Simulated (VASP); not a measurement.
# HfZr2Si3 (P6/mmm) in VASP: single point with PBE

Aim: the single point of HfZr2Si3 with PBE.

Everything below comes from runs of VASP 6.6.1. Logs are shortened: lines on timing, memory, paths and dates and some standing lists are left out, and cuts for length are marked.

### Step 1. The cell of the first run

The structure is hexagonal, space group P6/mmm (No. 191). The conventional cell has a = 5.435 Å, b = 5.435 Å, c = 3.811 Å, α = 90.00°, β = 90.00°, γ = 120.00°. Zr (site symmetry -6m2) has 6 Si at 2.47 Å and 3 Hf at 3.14 Å and 3 Zr at 3.14 Å within 3.3 Å. Within 4.1 Å of Hf (site symmetry 6/mmm) lie 6 Zr at 3.14 Å and 12 Si at 3.32 Å and 2 Hf at 3.81 Å. Within 3.3 Å of Si (site symmetry mmm) lie 4 Zr at 2.47 Å and 4 Si at 2.72 Å.

### Step 2. Single point, PBE

The input, INCAR:

```
ALGO = Normal
EDIFF = 1E-7
ENCUT = 520
GGA = PE
ISIF = 2
ISMEAR = 0
LASPH = True
LCHARG = False
LREAL = False
LWAVE = False
NBANDS = 32
NELM = 100
PREC = Accurate
SIGMA = 0.1
```

The input, KPOINTS:

```
k-points
0
Gamma
  6 6 4
```

The input, POSCAR:

```
HfZr2Si3
1.0
    5.4348037700      0.0000000000      0.0000000000
   -2.7174018800      4.7066781300      0.0000000000
    0.0000000000      0.0000000000      3.8109017300
Zr Hf Si
2 1 3
Direct
    0.3333333300      0.6666666700      0.0000000000
    0.6666666700      0.3333333300      0.0000000000
    0.0000000000      0.0000000000      0.0000000000
    0.5000000000      0.0000000000      0.5000000000
    0.0000000000      0.5000000000      0.5000000000
    0.5000000000      0.5000000000      0.5000000000
```

Potentials or basis: VASP PAW PBE potentials, release 64 (Zr_sv, Hf_pv, Si).

Launch:

```
cat potpaw_PBE.64/Zr_sv/POTCAR potpaw_PBE.64/Hf_pv/POTCAR potpaw_PBE.64/Si/POTCAR > POTCAR
mpirun -np 1 vasp_std > vasp.out
```

OUTCAR:

```text
EDIFF = 1E-7
   ENCUT = 520
   GGA = PE
   ISIF = 2
   ISMEAR = 0
   LASPH = True
   LREAL = False
   NELM = 100
   PREC = Accurate

 ion  position               nearest neighbor table
   1  0.333  0.667  0.000-   4 2.47   4 2.47   5 2.47   5 2.47   6 2.47   6 2.47   3 3.14   2 3.14
                             2 3.14   3 3.14   3 3.14   2 3.14
   2  0.667  0.333  0.000-   4 2.47   4 2.47   5 2.47   5 2.47   6 2.47   6 2.47   3 3.14   1 3.14
                             1 3.14   3 3.14   3 3.14   1 3.14
   3  0.000  0.000  0.000-   1 3.14   2 3.14   1 3.14   2 3.14   2 3.14   1 3.14   5 3.32   5 3.32
                             5 3.32   5 3.32   4 3.32   4 3.32   4 3.32   4 3.32   6 3.32   6 3.32
   4  0.500  0.000  0.500-   1 2.47   2 2.47   1 2.47   2 2.47   6 2.72   6 2.72   5 2.72   5 2.72
                             3 3.32   3 3.32   3 3.32   3 3.32
   5  0.000  0.500  0.500-   1 2.47   2 2.47   1 2.47   2 2.47   6 2.72   6 2.72   4 2.72   4 2.72
                             3 3.32   3 3.32   3 3.32   3 3.32
   6  0.500  0.500  0.500-   1 2.47   2 2.47   1 2.47   2 2.47   4 2.72   4 2.72   5 2.72   5 2.72
                             3 3.32   3 3.32   3 3.32   3 3.32

  LATTYP: Found a hexagonal cell.
 ALAT       =     5.4348037700
 C/A-ratio  =     0.7012031881

  Lattice vectors:

 A1 = (   5.4348037700,   0.0000000000,   0.0000000000)
 A2 = (  -2.7174018800,   4.7066781300,   0.0000000000)
 A3 = (   0.0000000000,   0.0000000000,   3.8109017300)

Analysis of symmetry for initial positions (statically):
=====================================================================
 Subroutine PRICEL returns:
 Original cell was already a primitive cell.

 Routine SETGRP: Setting up the symmetry group for a
 hexagonal supercell.

 Subroutine GETGRP returns: Found 24 space group operations
 (whereof 24 operations were pure point group operations)
 out of a pool of 24 trial point group operations.

The static configuration has the point symmetry D_6h.

Analysis of symmetry for dynamics (positions and initial velocities):
=====================================================================
 Subroutine PRICEL returns:
 Original cell was already a primitive cell.

 Routine SETGRP: Setting up the symmetry group for a
 hexagonal supercell.

 Subroutine GETGRP returns: Found 24 space group operations
 (whereof 24 operations were pure point group operations)
 out of a pool of 24 trial point group operations.

The dynamic configuration has the point symmetry D_6h.

 Subroutine INISYM returns: Found 24 space group operations
 (whereof 24 operations are pure point group operations),
 and found     1 'primitive' translations

----------------------------------------------------------------------------------------

                                     Primitive cell

  volume of cell :      97.4824

  direct lattice vectors                    reciprocal lattice vectors
     5.434803770  0.000000000  0.000000000     0.183999284  0.106232036  0.000000000
    -2.717401880  4.706678130  0.000000000     0.000000000  0.212464072  0.000000000
     0.000000000  0.000000000  3.810901730     0.000000000  0.000000000  0.262405087

  length of vectors
     5.434803770  5.434803768  3.810901730     0.212464072  0.212464072  0.262405087

  position of ions in fractional coordinates (direct lattice)
     0.333333330  0.666666670  0.000000000
     0.666666670  0.333333330  0.000000000
     0.000000000  0.000000000  0.000000000
     0.500000000  0.000000000  0.500000000
     0.000000000  0.500000000  0.500000000
     0.500000000  0.500000000  0.500000000

  ion indices of the primitive-cell ions
   primitive index   ion index
                 1           1
                 2           2
                 3           3
                 4           4
                 5           5
                 6           6

----------------------------------------------------------------------------------------

 KPOINTS: k-points

Automatic generation of k-mesh.
 Grid dimensions read from file:
 generate k-points for:    6    6    4

 Generating k-lattice:

  Cartesian coordinates                     Fractional coordinates (reciprocal lattice)
     0.030666547  0.017705339  0.000000000     0.166666667 -0.000000000  0.000000000
     0.000000000  0.035410679  0.000000000     0.000000000  0.166666667  0.000000000
     0.000000000  0.000000000  0.065601272     0.000000000  0.000000000  0.250000000

  Length of vectors
     0.035410679  0.035410679  0.065601272

  Shift w.r.t. Gamma in fractional coordinates (k-lattice)
     0.000000000  0.000000000  0.000000000

 Subroutine IBZKPT returns following result:
 ===========================================

 Found     21 irreducible k-points:

 Following reciprocal coordinates:
            Coordinates               Weight
  0.000000  0.000000  0.000000      1.000000
  0.166667 -0.000000  0.000000      6.000000
  0.333333  0.000000  0.000000      6.000000
  0.500000 -0.000000  0.000000      3.000000
  0.166667  0.166667  0.000000      6.000000
  0.333333  0.166667  0.000000     12.000000
[... 13 lines left out ...]
  0.333333  0.166667  0.500000     12.000000
  0.333333  0.333333  0.500000      2.000000
   k-points           NKPTS =     21   k-points in BZ     NKDIM =     21   number of bands    NBANDS=     32
   number of dos      NEDOS =    301   number of ions     NIONS =      6
   total plane-waves  NPLWV =  44800
   dimension x,y,z NGX =    40 NGY =   40 NGZ =   28
   dimension x,y,z NGXF=    80 NGYF=   80 NGZF=   56
   ions per type =               2   1   3
   NGX,Y,Z   is equivalent  to a cutoff of  12.24, 12.24, 12.21 a.u.
   NGXF,Y,Z  is equivalent  to a cutoff of  24.47, 24.47, 24.43 a.u.
 SYSTEM =  unknown system
   PREC   = accura    normal or accurate (medium, high low for compatibility)
   ISTART =      0    job   : 0-new  1-cont  2-samecut
   ICHARG =      2    charge: 1-file 2-atom 10-const
   ISPIN  =      1    spin polarized calculation?
   LNONCOLLINEAR =      F non collinear calculations
   LSORBIT =      F    spin-orbit coupling
   LASPH  =      T    aspherical Exc in radial PAW
   ENCUT  =  520.0 eV  38.22 Ry    6.18 a.u.  10.11 10.11  7.09*2*pi/ulx,y,z
   NELM   =    100;   NELMIN=  2; NELMDL= -5     # of ELM steps
   EDIFF  = 0.1E-06   stopping-criterion for ELM
   LREAL  =      F    real-space projection
   EDIFFG = 0.1E-05   stopping-criterion for IOM
   NSW    =      0    number of steps for IOM
   IBRION =     -1    ionic relax: 0-MD 1-quasi-New 2-CG
   NFREE  =      0    steps in history (QN), initial steepest desc. (CG)
   ISIF   =      2    stress and relaxation
   ISYM   =      2    0-nonsym 1-usesym 2-fastsym
   POTIM  = 0.5000    time-step for ionic-motion
   TEBEG  =    0.0;   TEEND  =   0.0 temperature during run
   PSTRESS=    0.0 pullay stress
   NELECT =      46.0000    total number of electrons
   NUPDOWN=      -1.0000    fix difference up-down
   EMIN   =  10.00;   EMAX   =-10.00  energy-range for DOS
   EFERMI =   0.00;   METHOD = LEGACY
   ISMEAR =     0;   SIGMA  =   0.10  broadening in eV -4-tet -1-fermi 0-gaus
   EFERMI_NEDOS =   21; number of points for ismear=-14 and -15
   IALGO  =     38    algorithm
   IMIX   =      4    mixing-type and parameters
     AMIX     =   0.40;   BMIX     =  1.00
     AMIX_MAG =   1.60;   BMIX_MAG =  1.00
  volume/ion in A,a.u.               =      16.25       109.64
  Fermi-wavevector in a.u.,A,eV,Ry     =   1.274536  2.408524 22.101872  1.624442
  Thomas-Fermi vector in A             =   2.407298
   LORBIT       =      0    0 simple, 1 ext, 2 COOP (PROOUT), +10 PAW based schemes
   GGA     = PE    functional components
   LHFCALC =     F    Hartree Fock is set to
   AEXX    =    0.0000 exact exchange contribution
   IVDW    =     0    specifies the selected vdW correction
   LEPSILON=     F    determine dielectric tensor
   LRPA    =     F    only Hartree local field effects (RPA)
 non-spin polarized calculation
 Gauss-broadening in eV      SIGMA  =   0.10
  energy-cutoff  :      520.00
  volume of cell :       97.48
 maximum number of plane-waves:      2658
   NGX = 21   NGY = 21   NGZ = 15

 number of electron      46.0000002 magnetization

 Free energy of the ion-electron system (eV)
  ---------------------------------------------------
  ext. energy  EPLUGINS =         0.00000000
  ---------------------------------------------------
  free energy    TOTEN  =       -42.36096190 eV

  energy without entropy =      -42.32929154  energy(sigma->0) =      -42.34512672

 E-fermi :   9.7814     XC(G=0): -11.7009

 val. band max:        9.7453306070   @ k =   0.3333   0.3333   0.2500
 cond. band min:       9.7874533071   @ k =   0.3333   0.1667   0.2500
 fundamental gap:      0.0421227001
 Fermi energy:         9.7813863782

 k-point     1 :       0.0000    0.0000    0.0000
  band No.  band energies     occupation
      1     -37.7409      2.00000
      2     -37.6340      2.00000
      3     -21.4459      2.00000
      4     -21.3721      2.00000
      5     -21.3721      2.00000
      6     -16.3473      2.00000
[... 24 lines left out ...]
     31      13.2006      0.00000
     32      13.2006      0.00000

 k-point     2 :       0.1667   -0.0000    0.0000
  band No.  band energies     occupation
      1     -37.7348      2.00000
      2     -37.6403      2.00000
      3     -21.4457      2.00000
      4     -21.3730      2.00000
      5     -21.3704      2.00000
      6     -16.3385      2.00000
[... 24 lines left out ...]
     31      13.1546      0.00000
     32      13.5942      0.00000
[... 628 lines left out ...]
     31      13.5987      0.00000
     32      13.9219      0.00000

 k-point    21 :       0.3333    0.3333    0.5000
  band No.  band energies     occupation
      1     -37.6782      2.00000
      2     -37.6782      2.00000
      3     -21.5043      2.00000
      4     -21.3633      2.00000
      5     -21.3633      2.00000
      6     -16.5029      2.00000
[... 24 lines left out ...]
     31      13.2760      0.00000
     32      13.8334      0.00000

------------------------ aborting loop because EDIFF is reached ----------------------------------------

  FORCE on cell =-STRESS in cart. coord.  units (eV):
  Direction    XX          YY          ZZ          XY          YZ          ZX
  --------------------------------------------------------------------------------------
  -------------------------------------------------------------------------------------
  Total       14.2285407     14.2285407     30.9895868      0.0000000     -0.0000000      0.0000000
  in kB      233.8540125    233.8540126    509.3311645      0.0000002     -0.0000000      0.0000000
  external PRESSURE =     325.6797299 kB  Pullay stress =       0.0000000 kB

 VOLUME and BASIS-vectors are now :
 -----------------------------------------------------------------------------
  energy-cutoff  :      520.00
  volume of cell :       97.48
      direct lattice vectors                 reciprocal lattice vectors
     5.434803770  0.000000000  0.000000000     0.183999284  0.106232036  0.000000000
    -2.717401880  4.706678130  0.000000000     0.000000000  0.212464072  0.000000000
     0.000000000  0.000000000  3.810901730     0.000000000  0.000000000  0.262405087

 POSITION                                       TOTAL-FORCE (eV/Angst)
 -----------------------------------------------------------------------------------
     -0.00000      3.13779      0.00000         0.000000      0.000000      0.000000
      2.71740      1.56889      0.00000        -0.000000      0.000000      0.000000
      0.00000      0.00000      0.00000         0.000000      0.000000      0.000000
      2.71740      0.00000      1.90545         0.000000      0.000000      0.000000
     -1.35870      2.35334      1.90545         0.000000      0.000000      0.000000
      1.35870      2.35334      1.90545         0.000000      0.000000      0.000000
 -----------------------------------------------------------------------------------
    total drift:                                0.000000     -0.000000      0.000000

  FREE ENERGIE OF THE ION-ELECTRON SYSTEM (eV)
  ---------------------------------------------------
  free  energy   TOTEN  =       -42.3609619036 eV

  energy  without entropy=      -42.3292915406  energy(sigma->0) =      -42.34512672
```

Run time: 2.4 min. Hardware: 1 thread of Intel Xeon 6975P-C, shared host; peak memory 0.21 GiB.

Results:

- Free energy: -42.3610 eV
- Pressure: 32.6 GPa
- Band gap on the k mesh: zero (band 23 reaches 10.60 eV, above the bottom of band 24 at 9.66 eV)

Stress tensor (GPa, compression positive):
```
23.39  0.00  0.00
 0.00 23.39  0.00
 0.00  0.00 50.93
```

Levels at points of the mesh, in eV from the Fermi level:
| k point | band 21 | band 22 | band 23 | band 24 | band 25 | band 26 |
| --- | --- | --- | --- | --- | --- | --- |
| (0.00, 0.00, 0.00) | -1.15 | -0.09 | -0.09 | -0.08 | 0.90 | 0.90 |
| (0.50, 0.00, 0.00) | -1.84 | -1.69 | -0.22 | 1.03 | 1.69 | 1.72 |
| (0.00, 0.00, 0.50) | -0.32 | -0.32 | 0.59 | 1.37 | 1.37 | 1.57 |
| (0.50, 0.00, 0.50) | -1.61 | -0.53 | -0.31 | 0.01 | 0.82 | 1.17 |

Caveat: the k points lie up to 0.41 Å⁻¹ apart; spin-orbit coupling is left out, which moves the levels of the heavy elements.
